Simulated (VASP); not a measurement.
Write the native input for VASP 6.6.1 that does the following.

```yaml
Task: single point
Functional: HSE06
Potentials_or_basis: VASP PAW PBE potentials, release 64 (Ga_d, N)
Cutoff: 520 eV
k_mesh: 4 × 4 × 4
Occupations: gaussian, width 0.01 eV
Spin: no spin polarisation
Dipole_correction: no
Grid_for_exact_exchange_PRECFOCK: Normal
Further_INCAR_settings: ALGO = Normal; EDIFF = 1e-07; NBANDS = 16
Screening_parameter: 0.2079 1/Å
```

Crystal: GaN.

```xyz
2
Lattice="0.0000 2.2490 2.2490 2.2490 0.0000 2.2490 2.2490 2.2490 0.0000" Properties=species:S:1:pos:R:3 pbc="T T T"
Ga    0.0000    0.0000    0.0000
N     1.1245    1.1245    1.1245
```

One way to write it, as run:

POSCAR

```
GaN
1.0
    0.0000000000      2.2489525415      2.2489525415
    2.2489525415      0.0000000000      2.2489525415
    2.2489525415      2.2489525415      0.0000000000
Ga N
1 1
Direct
    0.0000000000      0.0000000000      0.0000000000
    0.2500000000      0.2500000000      0.2500000000
```

INCAR.step1

```
SYSTEM = GaN
  PREC = Accurate
  ENCUT = 520
  EDIFF = 1E-5
  ISMEAR = 0
  SIGMA = 0.01
  LREAL = .FALSE.
  LASPH = .TRUE.
  NELM = 60
  ALGO = Normal
  ISIF = 2
  LWAVE = .TRUE.
  LCHARG = .FALSE.
  NBANDS = 16
  GGA = PE
```

INCAR.step2

```
SYSTEM = GaN
  PREC = Accurate
  ENCUT = 520
  EDIFF = 1E-7
  ISMEAR = 0
  SIGMA = 0.01
  LREAL = .FALSE.
  LASPH = .TRUE.
  NELM = 60
  ALGO = Normal
  ISIF = 2
  LWAVE = .FALSE.
  LCHARG = .FALSE.
  GGA = PE
  LHFCALC = .TRUE.
  HFSCREEN = 0.2079
  PRECFOCK = Normal
  NBANDS = 16
  ISTART = 1
```

KPOINTS

```
Automatic mesh
0
G
  4 4 4
  0 0 0
```

Potentials or basis: VASP PAW PBE potentials, release 64 (Ga_d, N).

Run with:

```console
$ cat potpaw_PBE.64/Ga_d/POTCAR potpaw_PBE.64/N/POTCAR > POTCAR
$ cp INCAR.step1 INCAR
$ mpirun -np 1 vasp_std > vasp.out
$ cp INCAR.step2 INCAR
$ mpirun -np 1 vasp_std > vasp.out
```

Results of the run:

The pressure is -0.1 GPa and the band gap on the k mesh is 3.06 eV, direct.

Caveat: the k points lie up to 0.60 Å⁻¹ apart; the PAW data sets were made with another functional, which shifts forces and pressure a little.

It took 8.9 min on 1 thread of Intel Xeon 8259CL, with other jobs on the host, peak memory 0.25 GiB.
